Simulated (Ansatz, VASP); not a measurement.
## BN in VASP and in Ansatz

Contents of INCAR:

```
PREC = Accurate
ENCUT = 520
EDIFF = 1E-6
ISMEAR = 0
SIGMA = 0.05
LREAL = False
LASPH = True
NELM = 80
ALGO = Normal
ISIF = 2
LWAVE = False
LCHARG = False
GGA = PE
IVDW = 12
NBANDS = 16
```

KPOINTS

```
Automatic mesh
0
Gamma
  12 12 4
```

File POSCAR:

```
BN
1.0
    2.5064381059      0.0000000000      0.0000000000
   -1.2532190530      2.1706390727      0.0000000000
    0.0000000000      0.0000000000      6.6168468515
B N
2 2
Direct
    0.3333333333      0.6666666667      0.2500000000
    0.6666666667      0.3333333333      0.7500000000
    0.2642292608      0.5284585215      0.7500000000
    0.6666666667      0.3333333333      0.2500000000
```

Input for Ansatz:

```yaml
crystal:
  lattice:
    - [2.5064381059, 0.0, 0.0]
    - [-1.253219053, 2.1706390727, 0.0]
    - [0.0, 0.0, 6.6168468515]
  atoms:
    - { symbol: B, position: [0.3333333333, 0.6666666667, 0.25] }
    - { symbol: B, position: [0.6666666667, 0.3333333333, 0.75] }
    - { symbol: "N", position: [0.2642292608, 0.5284585215, 0.75] }
    - { symbol: "N", position: [0.6666666667, 0.3333333333, 0.25] }
basis:
  ecutwfc: 420
kpoints:
  mp_grid: { grid: [12, 12, 4] }
hamiltonian:
  xc: pbe
  dispersion: d3bj
scf:
  occupations: { method: gaussian, width: 0.05 }
output:
  forces: true
  stress: true
  eigenvalues: true
```

Alike in both runs: task single point; functional PBE; dispersion D3(BJ); k mesh 12 × 12 × 4; occupations gaussian, width 0.05 eV; no spin polarisation.

|  | VASP | Ansatz |
| --- | --- | --- |
| version | VASP 6.6.1 | Ansatz 0.2.0 |
| potentials or method | VASP PAW PBE potentials, release 64 (B, N), cutoff 520 eV | scalar-relativistic, plane waves, PAW |
| valence electrons in the cell | 16 | 16 |

```csv
,VASP,Ansatz,Ansatz less VASP
gap on the k mesh at the Fermi level (eV),2.16,2.17,+0.009
least direct gap on the mesh (eV),3.49,3.50,+0.003
pressure (GPa),11.7,11.8,+0.11
"traceless stress, the component that is largest in VASP (GPa)",18.88,18.92,+0.039
rms of the force components (eV/Å),2.594,2.606,+0.0122
```

Atom by atom the forces differ by 0.012 eV/Å (rms over components).
